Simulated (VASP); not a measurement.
# Rh (Fm-3m) in VASP: notebook

Aim: see how the results for Rh move with the level of theory and the settings. Levels: PBEsol-based screened hybrid with 25 % exact exchange, r2SCAN0, PBE0. Tasks: single point.

All numbers are computed with VASP 6.6.1; they aren't measurements. Logs are shortened: lines on timing, memory, paths and dates and some standing lists are left out, and cuts for length are marked.

## 1. The cell of the first run

Symmetry: Fm-3m, No. 225, cubic system. Conventional cell: a = 3.846 Å, b = 3.846 Å, c = 3.846 Å, α = 90.00°, β = 90.00°, γ = 90.00°. Within 3.6 Å of Rh (site symmetry m-3m) lie 12 Rh at 2.72 Å.

## 2. Single point, PBEsol-based screened hybrid with 25 % exact exchange

File POSCAR:

```
Rh
1.0
    0.0000000000      1.9228245745      1.9228245745
    1.9228245745      0.0000000000      1.9228245745
    1.9228245745      1.9228245745      0.0000000000
Rh
1
Direct
    0.0000000000      0.0000000000      0.0000000000
```

File INCAR.step1:

```
SYSTEM = Rh
PREC = Accurate
ENCUT = 520
EDIFF = 1E-5
ISMEAR = -1
SIGMA = 0.05
LREAL = .FALSE.
LASPH = .TRUE.
NELM = 100
ALGO = Normal
ISIF = 2
LWAVE = .TRUE.
GGA = PE
NBANDS = 14
```

File INCAR.step2:

```
SYSTEM = Rh
PREC = Accurate
ENCUT = 520
EDIFF = 1E-6
ISMEAR = -1
SIGMA = 0.05
LREAL = .FALSE.
LASPH = .TRUE.
NELM = 100
ALGO = Normal
ISIF = 2
LWAVE = .FALSE.
LCHARG = .TRUE.
GGA = PS
LHFCALC = .TRUE.
AEXX = 0.25
HFSCREEN = 0.207
PRECFOCK = Normal
LELF = .TRUE.
LVHAR = .TRUE.
ISTART = 1
NBANDS = 14
```

File KPOINTS:

```
Automatic mesh
0
G
  6 6 6
  0 0 0
```

Potentials or basis: VASP PAW PBE potentials, release 64 (Rh_pv).

Launch:

```console
$ cat potpaw_PBE.64/Rh_pv/POTCAR > POTCAR
$ cp INCAR.step1 INCAR
$ mpirun -np 1 vasp_std > vasp.out
$ cp INCAR.step2 INCAR
$ mpirun -np 1 vasp_std > vasp.out
```

OUTCAR:

```text
SYSTEM = Rh
   PREC = Accurate
   ENCUT = 520
   EDIFF = 1E-6
   ISMEAR = -1
   LREAL = .FALSE.
   LASPH = .TRUE.
   NELM = 100
   ISIF = 2
   GGA = PS
   LHFCALC = .TRUE.
   AEXX = 0.25
   HFSCREEN = 0.207
   PRECFOCK = Normal
   ISTART = 1

 ion  position               nearest neighbor table
   1  0.000  0.000  0.000-

  LATTYP: Found a face centered cubic cell.
 ALAT       =     3.8456491490

  Lattice vectors:

 A1 = (   0.0000000000,   1.9228245745,   1.9228245745)
 A2 = (   1.9228245745,   0.0000000000,   1.9228245745)
 A3 = (   1.9228245745,   1.9228245745,   0.0000000000)

Analysis of symmetry for initial positions (statically):
=====================================================================
 Subroutine PRICEL returns:
 Original cell was already a primitive cell.

 Routine SETGRP: Setting up the symmetry group for a
 face centered cubic supercell.

 Subroutine GETGRP returns: Found 48 space group operations
 (whereof 48 operations were pure point group operations)
 out of a pool of 48 trial point group operations.

The static configuration has the point symmetry O_h .

Analysis of symmetry for dynamics (positions and initial velocities):
=====================================================================
 Subroutine PRICEL returns:
 Original cell was already a primitive cell.

 Routine SETGRP: Setting up the symmetry group for a
 face centered cubic supercell.

 Subroutine GETGRP returns: Found 48 space group operations
 (whereof 48 operations were pure point group operations)
 out of a pool of 48 trial point group operations.

The dynamic configuration has the point symmetry O_h .

 Subroutine INISYM returns: Found 48 space group operations
 (whereof 48 operations are pure point group operations),
 and found     1 'primitive' translations

----------------------------------------------------------------------------------------

                                     Primitive cell

  volume of cell :      14.2183

  direct lattice vectors                    reciprocal lattice vectors
     0.000000000  1.922824575  1.922824575    -0.260034122  0.260034122  0.260034122
     1.922824575  0.000000000  1.922824575     0.260034122 -0.260034122  0.260034122
     1.922824575  1.922824575  0.000000000     0.260034122  0.260034122 -0.260034122

  length of vectors
     2.719284591  2.719284591  2.719284591     0.450392311  0.450392311  0.450392311

  position of ions in fractional coordinates (direct lattice)
     0.000000000  0.000000000  0.000000000

  ion indices of the primitive-cell ions
   primitive index   ion index
                 1           1

----------------------------------------------------------------------------------------

 KPOINTS: Automatic mesh

Automatic generation of k-mesh.
 Grid dimensions read from file:
 generate k-points for:    6    6    6

 Generating k-lattice:

  Cartesian coordinates                     Fractional coordinates (reciprocal lattice)
    -0.043339020  0.043339020  0.043339020     0.166666667  0.000000000  0.000000000
     0.043339020 -0.043339020  0.043339020     0.000000000  0.166666667  0.000000000
     0.043339020  0.043339020 -0.043339020     0.000000000  0.000000000  0.166666667

  Length of vectors
     0.075065385  0.075065385  0.075065385

  Shift w.r.t. Gamma in fractional coordinates (k-lattice)
     0.000000000  0.000000000  0.000000000

 Subroutine IBZKPT returns following result:
 ===========================================

 Found     16 irreducible k-points:

 Following reciprocal coordinates:
            Coordinates               Weight
  0.000000  0.000000  0.000000      1.000000
  0.166667  0.000000  0.000000      8.000000
  0.333333  0.000000  0.000000      8.000000
  0.500000  0.000000  0.000000      4.000000
  0.166667  0.166667  0.000000      6.000000
  0.333333  0.166667  0.000000     24.000000
[... 8 lines left out ...]
 -0.333333  0.333333  0.166667     24.000000
 -0.333333  0.500000  0.166667     12.000000
   k-points           NKPTS =     16   k-points in BZ     NKDIM =    216   number of bands    NBANDS=     14
   number of dos      NEDOS =    301   number of ions     NIONS =      1
   total plane-waves  NPLWV =   8000
   dimension x,y,z NGX =    20 NGY =   20 NGZ =   20
   dimension x,y,z NGXF=    40 NGYF=   40 NGZF=   40
   ions per type =               1
   NGX,Y,Z   is equivalent  to a cutoff of  12.23, 12.23, 12.23 a.u.
   NGXF,Y,Z  is equivalent  to a cutoff of  24.45, 24.45, 24.45 a.u.
 SYSTEM =  Rh
   PREC   = accura    normal or accurate (medium, high low for compatibility)
   ISTART =      1    job   : 0-new  1-cont  2-samecut
   ICHARG =      0    charge: 1-file 2-atom 10-const
   ISPIN  =      1    spin polarized calculation?
   LNONCOLLINEAR =      F non collinear calculations
   LSORBIT =      F    spin-orbit coupling
   LASPH  =      T    aspherical Exc in radial PAW
   ENCUT  =  520.0 eV  38.22 Ry    6.18 a.u.   5.06  5.06  5.06*2*pi/ulx,y,z
   NELM   =    100;   NELMIN=  2; NELMDL=  0     # of ELM steps
   EDIFF  = 0.1E-05   stopping-criterion for ELM
   LREAL  =      F    real-space projection
   EDIFFG = 0.1E-04   stopping-criterion for IOM
   NSW    =      0    number of steps for IOM
   IBRION =     -1    ionic relax: 0-MD 1-quasi-New 2-CG
   NFREE  =      0    steps in history (QN), initial steepest desc. (CG)
   ISIF   =      2    stress and relaxation
   ISYM   =      3    0-nonsym 1-usesym 2-fastsym
   POTIM  = 0.5000    time-step for ionic-motion
   TEBEG  =    0.0;   TEEND  =   0.0 temperature during run
   PSTRESS=    0.0 pullay stress
   NELECT =      15.0000    total number of electrons
   NUPDOWN=      -1.0000    fix difference up-down
   EMIN   =  10.00;   EMAX   =-10.00  energy-range for DOS
   EFERMI =   0.00;   METHOD = LEGACY
   ISMEAR =    -1;   SIGMA  =   0.05  broadening in eV -4-tet -1-fermi 0-gaus
   EFERMI_NEDOS =   21; number of points for ismear=-14 and -15
   IALGO  =     38    algorithm
   IMIX   =      1    mixing-type and parameters
     AMIX     =   0.40;   BMIX     =  1.00
     AMIX_MAG =   1.60;   BMIX_MAG =  1.00
  volume/ion in A,a.u.               =      14.22        95.95
  Fermi-wavevector in a.u.,A,eV,Ry     =   1.666565  3.149351 37.789350  2.777439
  Thomas-Fermi vector in A             =   2.752739
   LORBIT       =      0    0 simple, 1 ext, 2 COOP (PROOUT), +10 PAW based schemes
   GGA     = PS    functional components
   LHFCALC =     T    Hartree Fock is set to
   PRECFOCK=normal    Normal, Fast or Accurate (Low or Medium for compatibility)
   ENCUT4O =  -1.0   cutoff for four orbital integrals eV
   NKREDX  =     1    reduce k-point grid by
   NKREDY  =     1    reduce k-point grid by
   NKREDZ  =     1    reduce k-point grid by
   AEXX    =    0.2500 exact exchange contribution
   HFSCREEN=    0.2070 screening length (either q_TF or 0.3 A-1)
   HFSCREENC=   0.2070 screening length for correlation (either q_TF or 0.3 A-1)
   ENCUTFOCK=  -1.0 apply spherical cutoff to Coloumb kernel
   IVDW    =     0    specifies the selected vdW correction
   LEPSILON=     F    determine dielectric tensor
   LRPA    =     F    only Hartree local field effects (RPA)
 non-spin polarized calculation
  energy-cutoff  :      520.00
  volume of cell :       14.22
 maximum number of plane-waves:       392
  NGX = 16; NGY = 16; NGZ = 16

 number of electron      15.0000000 magnetization

 Free energy of the ion-electron system (eV)
  ---------------------------------------------------
  ext. energy  EPLUGINS =         0.00000000
  ---------------------------------------------------
  free energy    TOTEN  =        -8.92336090 eV

  energy without entropy =       -8.91078624  energy(sigma->0) =       -8.91707357

 E-fermi :  10.5605     XC(G=0): -11.3393

 val. band max:       10.4131025313   @ k =   0.3333   0.0000   0.0000
 cond. band min:      10.5826016086   @ k =   0.3333   0.3333   0.0000
 fundamental gap:      0.1694990773
 Fermi energy:        10.5604721327

 k-point     1 :       0.0000    0.0000    0.0000
  band No.  band energies     occupation
      1     -38.5493      2.00000
      2     -38.5493      2.00000
      3     -38.5493      2.00000
      4       2.2630      2.00000
      5       7.2549      2.00000
      6       7.2549      2.00000
      7       7.2549      2.00000
      8       9.2551      2.00000
      9       9.2551      2.00000
     10      27.9725      0.00000
     11      33.4510      0.00000
     12      33.4510      0.00000
     13      33.4510      0.00000
     14      36.3984      0.00000

 k-point     2 :       0.1667    0.0000    0.0000
  band No.  band energies     occupation
      1     -38.7504      2.00000
      2     -38.5796      2.00000
      3     -38.5796      2.00000
      4       3.3613      2.00000
      5       6.9600      2.00000
      6       7.5924      2.00000
      7       7.5924      2.00000
      8       9.2328      2.00000
      9       9.2328      2.00000
     10      29.1450      0.00000
     11      29.6550      0.00000
     12      34.9642      0.00000
     13      34.9642      0.00000
     14      36.3998      0.00000

 k-point     3 :       0.3333    0.0000    0.0000
  band No.  band energies     occupation
      1     -39.1436      2.00000
      2     -38.6381      2.00000
      3     -38.6381      2.00000
      4       4.2745      2.00000
      5       7.3258      2.00000
      6       7.3258      2.00000
      7       8.7570      2.00000
      8      10.4131      1.90028
      9      10.4131      1.90028
     10      24.1661      0.00000
     11      28.6446      0.00000
     12      35.5062      0.00000
     13      35.5062      0.00000
     14      36.3986      0.00000
[... 188 lines left out ...]
 k-point    15 :      -0.3333    0.3333    0.1667
  band No.  band energies     occupation
      1     -39.1627      2.00000
      2     -38.9700      2.00000
      3     -38.7787      2.00000
      4       5.5297      2.00000
      5       5.8720      2.00000
      6       7.1212      2.00000
      7       8.8960      2.00000
      8      11.3275      0.00000
      9      18.5951      0.00000
     10      20.1753      0.00000
     11      26.3144      0.00000
     12      26.7070      0.00000
     13      34.7109      0.00000
     14      36.4001      0.00000

 k-point    16 :      -0.3333    0.5000    0.1667
  band No.  band energies     occupation
      1     -39.1816      2.00000
      2     -38.9590      2.00000
      3     -38.8507      2.00000
      4       4.6473      2.00000
      5       5.2625      2.00000
      6       8.3073      2.00000
      7       9.6864      2.00000
      8      11.9766      0.00000
      9      18.7452      0.00000
     10      23.1499      0.00000
     11      23.2919      0.00000
     12      24.4358      0.00000
     13      36.2585      0.00000
     14      36.3969      0.00000

------------------------ aborting loop because EDIFF is reached ----------------------------------------

  FORCE on cell =-STRESS in cart. coord.  units (eV):
  Direction    XX          YY          ZZ          XY          YZ          ZX
  --------------------------------------------------------------------------------------
  -------------------------------------------------------------------------------------
  Total       -1.6274934     -1.6274934     -1.6274934      0.0000000     -0.0000000      0.0000000
  in kB     -183.3921843   -183.3921843   -183.3921843      0.0000000     -0.0000000      0.0000000
  external PRESSURE =    -183.3921843 kB  Pullay stress =       0.0000000 kB

 VOLUME and BASIS-vectors are now :
 -----------------------------------------------------------------------------
  energy-cutoff  :      520.00
  volume of cell :       14.22
      direct lattice vectors                 reciprocal lattice vectors
     0.000000000  1.922824575  1.922824575    -0.260034122  0.260034122  0.260034122
     1.922824575  0.000000000  1.922824575     0.260034122 -0.260034122  0.260034122
     1.922824575  1.922824575  0.000000000     0.260034122  0.260034122 -0.260034122

 POSITION                                       TOTAL-FORCE (eV/Angst)
 -----------------------------------------------------------------------------------
      0.00000      0.00000      0.00000         0.000000     -0.000000      0.000000
 -----------------------------------------------------------------------------------
    total drift:                                0.000000      0.000000      0.000000

  FREE ENERGIE OF THE ION-ELECTRON SYSTEM (eV)
  ---------------------------------------------------
  free  energy   TOTEN  =        -8.9233608955 eV

  energy  without entropy=       -8.9107862444  energy(sigma->0) =       -8.91707357
```

Run time: 28 min. Hardware: 1 thread of Intel Xeon 8259CL, shared host; peak memory 0.23 GiB.

Results:

```
Free energy            : -8.9234 eV
Pressure               : -18.3 GPa
Band gap on the k mesh : zero (an odd number of electrons rules out a gap without spin polarisation)
```

Caveat: the k points lie up to 0.47 Å⁻¹ apart, too coarse for converged energies and pressures of a metal; the PAW data sets were made with another functional, which shifts forces and pressure a little.

## 3. Single point, r2SCAN0

This run uses another cell than the first one, of 13.67 Å³/atom.

File POSCAR:

```
Rh
1.0
    0.0000000000      1.8978500000      1.8978500000
    1.8978500000      0.0000000000      1.8978500000
    1.8978500000      1.8978500000      0.0000000000
Rh
1
Direct
    0.0000000000      0.0000000000      0.0000000000
```

File INCAR.step1:

```
PREC = Accurate ; ENCUT = 510
EDIFF = 1E-5 ; ISMEAR = -1
SIGMA = 0.05 ; LREAL = F
LASPH = T ; NELM = 120
ALGO = Normal ; ISIF = 2
LWAVE = T ; LCHARG = F
GGA = PE ; NBANDS = 14
GGA_COMPAT = F
```

File INCAR.step2:

```
PREC = Accurate ; ENCUT = 510
EDIFF = 1E-6 ; ISMEAR = -1
SIGMA = 0.05 ; LREAL = F
LASPH = T ; NELM = 120
ALGO = Normal ; ISIF = 2
LWAVE = F ; LCHARG = F
METAGGA = R2SCAN ; LHFCALC = T
AEXX = 0.25 ; LMIXTAU = T
PRECFOCK = Normal ; ISTART = 1
NBANDS = 14 ; GGA_COMPAT = F
```

File KPOINTS:

```
regular mesh
0
Gamma
  6 6 6
```

Potentials or basis: VASP PAW PBE potentials, release 64 (Rh_sv_GW).

Launch:

```console
$ cat potpaw_PBE.64/Rh_sv_GW/POTCAR > POTCAR
$ cp INCAR.step1 INCAR
$ mpirun -np 1 vasp_std > vasp.out
$ cp INCAR.step2 INCAR
$ mpirun -np 1 vasp_std > vasp.out
```

Wall time 20 min (1 thread of Intel Xeon Platinum 8488C (Sapphire Rapids), shared host); peak memory 0.15 GiB.

It converged, with:

* Free energy: -19.4241 eV
* Pressure: -10.3 GPa
* Band gap on the k mesh: zero (an odd number of electrons rules out a gap without spin polarisation)

Levels at points of the mesh, in eV from the Fermi level:
```
           k point  band 6  band 7  band 8  band 9  band 10  band 11
(0.00, 0.00, 0.00)   -3.91   -3.91   -3.91   -1.84    -1.84    17.97
(0.50, 0.00, 0.00)   -4.23   -4.23    1.23    1.23     1.65    10.92
(0.50, 0.50, 0.00)   -7.26    0.69    1.91    1.91     4.44    14.75
```

Caveat: the k points lie up to 0.48 Å⁻¹ apart, too coarse for converged energies and pressures of a metal; the PAW data sets were made with another functional, which shifts forces and pressure a little.

## 4. Single point, PBE0, collinear spin, zero start

This run uses another cell than the first one, of 14.77 Å³/atom.

File POSCAR:

```
Rh
1.0
    0.0000000000      1.9471667102      1.9471667102
    1.9471667102      0.0000000000      1.9471667102
    1.9471667102      1.9471667102      0.0000000000
Rh
1
Direct
    0.0000000000      0.0000000000      0.0000000000
```

File INCAR.step1:

```
SYSTEM = Rh
ALGO = Normal ; EDIFF = 1E-5
ENCUT = 520 ; GGA = PE
ISIF = 2 ; ISMEAR = 1
ISPIN = 2 ; LASPH = .True.
LCHARG = .False. ; LMAXMIX = 4
LORBIT = 11 ; LREAL = .False.
LWAVE = .True. ; MAGMOM = 0
NBANDS = 18 ; NELM = 150
PREC = Accurate ; SIGMA = 0.15
```

File INCAR.step2:

```
SYSTEM = Rh
AEXX = 0.25 ; ALGO = Normal
EDIFF = 1E-6 ; ENCUT = 520
GGA = PE ; ISIF = 2
ISMEAR = 1 ; ISPIN = 2
ISTART = 1 ; LASPH = .True.
LCHARG = .False. ; LHFCALC = .True.
LMAXMIX = 4 ; LORBIT = 11
LREAL = .False. ; LWAVE = .False.
MAGMOM = 0 ; NBANDS = 18
NELM = 150 ; PREC = Accurate
PRECFOCK = Normal ; SIGMA = 0.15
```

File KPOINTS:

```
k-points
0
Gamma
  7 7 7
  0 0 0
```

Potentials or basis: VASP PAW PBE potentials, release 64 (Rh_pv).

Launch:

```console
$ cat potpaw_PBE.64/Rh_pv/POTCAR > POTCAR
$ cp INCAR.step1 INCAR
$ mpirun -np 1 vasp_std > vasp.out
$ cp INCAR.step2 INCAR
$ mpirun -np 1 vasp_std > vasp.out
```

It took 36 min on 1 thread of Intel Xeon Platinum 8488C (Sapphire Rapids), shared host; peak memory 0.15 GiB.

The run converged. Its results:

```
Free energy                                           : -9.3103 eV
Pressure                                              : -21.8 GPa
Net moment                                            : 0.00 μB per cell
Valence electrons inside the program's atomic spheres : Rh 13.70
```

Levels at points of the mesh, in eV from the Fermi level:
Spin up:
```
           k point  band 3  band 4  band 5  band 6  band 7  band 8  band 9  band 10  band 11  band 12
(0.00, 0.00, 0.00)  -49.65   -8.54   -3.67   -3.67   -3.67   -1.99   -1.99    17.64    22.96    22.96
```
Spin down:
```tsv
k point	band 4	band 5	band 6	band 7	band 8	band 9	band 10	band 11
(0.00, 0.00, 0.00)	-8.54	-3.67	-3.67	-3.67	-1.99	-1.99	17.64	22.96
```

Caveat: the k points lie up to 0.40 Å⁻¹ apart; an empty level that is flat over the whole mesh can mark a ghost state of the potentials, or a narrow d or f band; no moment was typed at the start, so none could form; the PAW data sets were made with another functional, which shifts forces and pressure a little.

## 5. Summary

| level | potentials or basis | spin | cell | k mesh | cutoff (eV) | smearing | screening parameter | gap on the mesh (eV) | pressure (GPa) |
| --- | --- | --- | --- | --- | --- | --- | --- | --- | --- |
| PBEsol-based screened hybrid with 25 % exact exchange | VASP PAW PBE potentials, release 64 (Rh_pv) | off | a = 2.719 Å, angles 60.0°, 1 atom | 6 × 6 × 6 | 520 | fermi-dirac 0.05 eV | 0.207 1/Å | none | -18.3 |
| r2SCAN0 | VASP PAW PBE potentials, release 64 (Rh_sv_GW) | off | a = 2.684 Å, angles 60.0°, 1 atom | 6 × 6 × 6 | 510 | fermi-dirac 0.05 eV | - | none | -10.3 |
| PBE0 | VASP PAW PBE potentials, release 64 (Rh_pv) | collinear, zero start | a = 2.754 Å, angles 60.0°, 1 atom | 7 × 7 × 7 | 520 | methfessel-paxton 0.15 eV | - | none | -21.8 |

Alike in all rows: task single point.

Caveats: all runs use coarse meshes; the PAW data sets were made with another functional, which shifts forces and pressure a little; an empty level that is flat over the whole mesh can mark a ghost state of the potentials, or a narrow d or f band (at least some runs); no moment was typed at the start, so none could form (at least some runs).

Absolute energies hang on the potentials; compare differences alone.

The gap in the log of VASP goes by the Fermi energy; the results here count the filled bands.